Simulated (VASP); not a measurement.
## SnSe3: relaxation of cell and atoms with PBE

The system is SnSe3.

```
Sn Se
1.0
     0.00000    3.61000    3.61000
     3.61000    0.00000    3.61000
     3.61000    3.61000    0.00000
Sn Se
1 3
Direct
  0.00000 0.00000 0.00000
  0.50000 0.50000 0.50000
  0.25000 0.25000 0.25000
  0.75000 0.75000 0.75000
```

```
Program                : VASP 6.6.1
Task                   : relaxation of cell and atoms
Functional             : PBE
Potentials or basis    : VASP PAW PBE potentials, release 64 (Sn_d, Se)
Cutoff                 : 500 eV
k mesh                 : 6 × 6 × 6
Occupations            : fermi-dirac, width 0.02 eV
Spin                   : no spin polarisation
Dipole correction      : no
Further INCAR settings : ALGO = Normal; EDIFF = 1e-07; IBRION = 2; EDIFFG = -0.02; NSW = 80; ISIF = 3
```

The relaxed volume is 22.37 Å³/atom. The relaxed cell is a = 5.020 Å, b = 5.020 Å, c = 5.020 Å, α = 60.00°, β = 60.00°, γ = 60.00°, the space group after relaxing (to 0.1 Å) is Fm-3m (No. 225) and the energy gained by relaxing is 9.9 meV/atom. The ionic steps are 3 and the pressure after relaxing is 0.0 GPa. The band gap on the k mesh is zero (bands 16 and 17 overlap by 2.08 eV).

Step by step:
| step | energy change (eV) | largest force (eV/Å) | pressure (GPa) | volume (Å³) |
| --- | --- | --- | --- | --- |
| 1 | 0.0000 | 0.0000 | -2.65 | 94.09 |
| 2 | -0.0390 | 0.0000 | 0.38 | 88.89 |
| 3 | -0.0396 | 0.0000 | 0.01 | 89.46 |

Final structure:
```
Sn Se
1.0
     0.00000    3.54982    3.54982
     3.54982    0.00000    3.54982
     3.54982    3.54982    0.00000
Sn Se
1 3
Cartesian
  0.0000 0.0000 0.0000
  3.5498 3.5498 3.5498
  1.7749 1.7749 1.7749
  5.3247 5.3247 5.3247
```

Levels at points of the mesh, in eV from the Fermi level:
```csv
k point,band 12,band 13,band 14,band 15,band 16,band 17,band 18,band 19,band 20
"(0.00, 0.00, 0.00)",-3.47,-3.40,-3.40,-3.40,-1.84,-1.84,-1.84,4.20,4.20
"(0.50, 0.00, 0.00)",-3.62,-3.62,-2.36,-1.74,0.24,0.24,1.09,2.62,2.62
"(0.50, 0.50, 0.00)",-1.96,-0.79,-0.79,-0.68,-0.25,0.14,0.14,3.02,4.26
```

Wall time 100 s on 1 thread of Intel(R) Xeon(R) Platinum 8259CL CPU @ 2.50GHz (Skylake/Cascade Lake), with other jobs on the host, peak memory 0.26 GiB.

Caveat: spin-orbit coupling is left out, which moves the levels of the heavy elements.
